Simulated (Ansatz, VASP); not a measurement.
Hg in VASP and in Ansatz

```
Hg
1.0
     2.78308    1.60681    4.08280
    -2.78308    1.60681    4.08280
     0.00000   -3.21362    4.08280
Hg
1
Cartesian
  0.0000 0.0000 0.0000
```

Alike in both runs: task single point; functional RPBE; k mesh 12 × 12 × 12; occupations fermi-dirac, width 0.1 eV; no spin polarisation.

|  | VASP | Ansatz |
| --- | --- | --- |
| version | VASP 6.6.1 | Ansatz 0.2.0 |
| potentials or method | VASP PAW PBE potentials, release 64 (Hg), cutoff 520 eV | plane waves (420 eV) with PAW, scalar-relativistic |
| valence electrons in the cell | 12 | 20 |

|  | VASP | Ansatz | Ansatz less VASP |
| --- | --- | --- | --- |
| pressure (GPa) | 0.0 | 0.0 | +0.02 |

VASP's potentials were made for PBE, not for RPBE. The functional is the same, so the differences come from potentials, cutoffs and numerics. VASP's potentials hold 12 valence electrons a cell and Ansatz's 20, so a difference there can come from the potentials and not from the codes.

Spin-orbit coupling is off throughout.
